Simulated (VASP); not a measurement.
A run of VASP 6.6.1 is set up as follows.

File INCAR:

```
SYSTEM = Ga3As2P
ALGO = Normal ; EDIFF = 1E-7
ENCUT = 520 ; GGA = PE
ISIF = 2 ; ISMEAR = 0
LASPH = .TRUE. ; LCHARG = .FALSE.
LREAL = .FALSE. ; LWAVE = .FALSE.
NBANDS = 36 ; NELM = 60
PREC = Accurate ; SIGMA = 0.1
```

KPOINTS

```
k-points
0
G
  6 6 6
  0 0 0
```

The input POSCAR:

```
Ga3As2P
1.0
   -2.0038101099      2.0038101099      8.4822679889
    2.0038101099     -2.0038101099      8.4822679889
    2.0038101099      2.0038101099     -8.4822679889
Ga P As
3 1 2
Direct
    0.0000000000      0.0000000000      0.0000000000
    0.6707053397      0.6707053397      0.0000000000
    0.3292946603      0.3292946603      0.0000000000
    0.7500000000      0.2500000000      0.5000000000
    0.4146830073      0.9146830073      0.5000000000
    0.0853169927      0.5853169927      0.5000000000
```

Potentials or basis: VASP PAW PBE potentials, release 64 (Ga_d, P, As).

Launch:

```console
$ cat potpaw_PBE.64/Ga_d/POTCAR potpaw_PBE.64/P/POTCAR potpaw_PBE.64/As/POTCAR > POTCAR
$ mpirun -np 1 vasp_std > vasp.out
```

Task: What does it give for the band gap on the k mesh?

Result: 0.59 eV.

Task: Predict the largest force.

Result: 0.015 eV/Å.

Forces in eV/Å, atoms in the order of the input:
```
Ga   0.000  0.000  0.000
Ga   0.000  0.000  0.015
Ga   0.000  0.000 -0.015
P    0.000  0.000  0.000
As   0.000  0.000 -0.001
As   0.000  0.000  0.001
```

Caveat: semilocal functionals underestimate gaps, and a narrow one can read as zero. A k mesh can miss the band edges.
